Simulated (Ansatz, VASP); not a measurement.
**InP: VASP beside Ansatz**

```
In P
1.0
     0.00000    2.97855    2.97855
     2.97855    0.00000    2.97855
     2.97855    2.97855    0.00000
In P
1 1
Direct
  0.00000 0.00000 0.00000
  0.75000 0.75000 0.75000
```

Alike in both runs: task single point; functional PBE; k mesh 6 × 6 × 6; occupations gaussian, width 0.05 eV; non-collinear spin, spin-orbit coupling.

|  | VASP | Ansatz |
| --- | --- | --- |
| version | VASP 6.6.1 | Ansatz 0.2.0 |
| potentials or method | VASP PAW PBE potentials, release 64 (In_d, P), cutoff 520 eV | plane waves, PAW |
| valence electrons in the cell | 18 | 18 |

|  | VASP | Ansatz | Ansatz less VASP |
| --- | --- | --- | --- |
| pressure (GPa) | 0.0 | 0.0 | +0.02 |
| net moment per atom (μB) | 0.00 | 0.00 | 0.000 |

With one functional, cell and mesh, what is left measures potentials, basis and numerics.
